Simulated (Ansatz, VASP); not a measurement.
## NaI in VASP and in Ansatz

The input POSCAR:

```
NaI
1.0
    0.0000000000      3.2654066535      3.2654066535
    3.2654066535      0.0000000000      3.2654066535
    3.2654066535      3.2654066535      0.0000000000
Na I
1 1
Direct
    0.0000000000      0.0000000000      0.0000000000
    0.5000000000      0.5000000000      0.5000000000
```

Contents of INCAR.step1:

```
PREC = Accurate
ENCUT = 520
ISMEAR = 0
SIGMA = 0.02
LREAL = False
LASPH = True
NELM = 80
NBANDS = 14
GGA = PE
ALGO = Normal
EDIFF = 1E-4
LWAVE = True
LCHARG = False
```

INCAR.step2

```
PREC = Accurate
ENCUT = 520
EDIFF = 1E-6
ISMEAR = 0
SIGMA = 0.02
LREAL = False
LASPH = True
NELM = 80
ALGO = Normal
ISIF = 2
LWAVE = False
LCHARG = False
METAGGA = R2SCAN
LMIXTAU = True
NBANDS = 14
ISTART = 1
```

KPOINTS

```
regular mesh
0
Gamma
  6 6 6
```

Input for Ansatz:

```yaml
crystal:
  lattice:
    - [0.0, 3.2654066535, 3.2654066535]
    - [3.2654066535, 0.0, 3.2654066535]
    - [3.2654066535, 3.2654066535, 0.0]
  atoms:
    - { symbol: Na, position: [0.0, 0.0, 0.0] }
    - { symbol: I, position: [0.5, 0.5, 0.5] }
basis:
  ecutwfc: 500
kpoints:
  mp_grid: { grid: [6, 6, 6] }
hamiltonian:
  xc: r2scan
scf:
  occupations: { method: gaussian, width: 0.02 }
output:
  forces: true
  stress: true
  eigenvalues: true
```

Alike in both runs: task single point; functional r2SCAN; k mesh 6 × 6 × 6; occupations gaussian, width 0.02 eV; no spin polarisation.

|  | VASP | Ansatz |
| --- | --- | --- |
| version | VASP 6.6.1 | Ansatz 0.2.0 |
| potentials or method | VASP PAW PBE potentials, release 64 (Na_pv, I), cutoff 520 eV | scalar-relativistic, plane waves, PAW |
| valence electrons in the cell | 14 | 26 |

```tsv
	VASP	Ansatz	Ansatz less VASP
gap on the k mesh at the Fermi level (eV)	4.36	4.35	-0.009
least direct gap on the mesh (eV)	4.36	4.35	-0.009
pressure (GPa)	-0.6	-0.5	+0.06
```

VASP's potentials were made for PBE, not for r2SCAN. The functional is the same, so the differences come from potentials, cutoffs and numerics. VASP's potentials hold 14 valence electrons a cell and Ansatz's 26, so a difference there can come from the potentials and not from the codes.

Spin-orbit coupling is off throughout.
